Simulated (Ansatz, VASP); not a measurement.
# Two plane-wave programs on MnHg

```
Mn Hg
1.0
     3.28800    0.00000    0.00000
     0.00000    3.28800    0.00000
     0.00000    0.00000    3.31300
Mn Hg
1 1
Direct
  0.50000 0.50000 0.50000
  0.00000 0.00000 0.00000
```

Alike in both runs: task single point; functional PBE; k mesh 12 × 12 × 12; occupations gaussian, width 0.1 eV; collinear spin.

|  | VASP | Ansatz |
| --- | --- | --- |
| version | VASP 6.6.1 | Ansatz 0.2.0 |
| potentials or method | VASP PAW PBE potentials, release 64 (Mn_pv, Hg), cutoff 520 eV | scalar-relativistic, plane waves, PAW |
| valence electrons in the cell | 25 | 35 |

```tsv
	VASP	Ansatz	Ansatz less VASP
gap on the k mesh at the Fermi level (eV)	none	none	-
pressure (GPa)	2.5	2.0	-0.50
traceless stress, the component that is largest in VASP (GPa)	-0.12	-0.12	+0.004
net moment per atom (μB)	1.95	1.94	-0.004
size of the moment on the site where the two differ most (μB)	3.81	3.85	+0.045
```

Site moments also hang on the region over which each program counts them. A gap of «none» marks a metal or a gap that the smearing closes. VASP's potentials hold 25 valence electrons a cell and Ansatz's 35, so a difference there can come from the potentials and not from the codes.

Neither program's run includes spin-orbit coupling.
